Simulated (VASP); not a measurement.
Pd, 1 atom in the cell. Symmetry: Fm-3m, No. 225, cubic system. Conventional cell: a = 3.814 Å, b = 3.814 Å, c = 3.814 Å, α = 90.00°, β = 90.00°, γ = 90.00°. Within 3.6 Å of Pd (site symmetry m-3m) lie 12 Pd at 2.70 Å. 

* Program: VASP 6.6.1
* Task: single point
* Functional: SVWN5
* Potentials or basis: VASP PAW PBE potentials, release 64 (Pd)
* Cutoff: 520 eV
* k mesh: 12 × 12 × 12
* Occupations: fermi-dirac, width 0.05 eV
* Spin: no spin polarisation
* Dipole correction: no
* Further INCAR settings: ALGO = Normal; EDIFF = 1e-06; NBANDS = 11

Potentials or basis: VASP PAW PBE potentials, release 64 (Pd).

Launch:

```sh
$ cat potpaw_PBE.64/Pd/POTCAR > POTCAR
$ mpirun -np 1 vasp_std > vasp.out
```

Hardware: 1 thread of AMD EPYC 7R13 Processor (Zen 3), with other jobs on the host.

Q: How long does it take, and how much memory?

A: It took 6 s on 1 thread of AMD EPYC 7R13 Processor (Zen 3), on a shared host, peak memory 0.09 GiB. Counts: scf iterations 11, k points 72.
